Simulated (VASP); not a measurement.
Crystal: MgS.

```
CELL_PARAMETERS angstrom
0.00000 2.60165 2.60165
2.60165 0.00000 2.60165
2.60165 2.60165 0.00000
ATOMIC_POSITIONS crystal
S 0.50000 0.50000 0.50000
Mg 0.00000 0.00000 0.00000
```

Base run:

* Program: VASP 6.6.1
* Functional: r2SCAN
* Potentials or basis: VASP PAW PBE potentials, release 64 (S, Mg)
* Cutoff: 520 eV
* k mesh: 9 × 9 × 9
* Occupations: gaussian, width 0.03 eV
* Spin: no spin polarisation

Its results: band gap on the k mesh 3.56 eV (least direct gap 4.61 eV); pressure -0.5 GPa.

Problem. The run is repeated on the same cell with these changes: cutoff from 520 eV to 300 eV; k mesh from 9 × 9 × 9 to 6 × 6 × 6. What comes out?

Solution. Band gap on the k mesh 3.44 eV (least direct gap 4.61 eV); pressure -0.6 GPa.

Caveats: the PAW data sets were made with another functional, which shifts forces and pressure a little; the mesh misses the band edges, which the band path finds closer together (at least some runs); the cutoff is under 1.25 times the usual one of these potentials, so pressure, stress and relaxed cells hold a basis-set (Pulay) error (at least some runs).
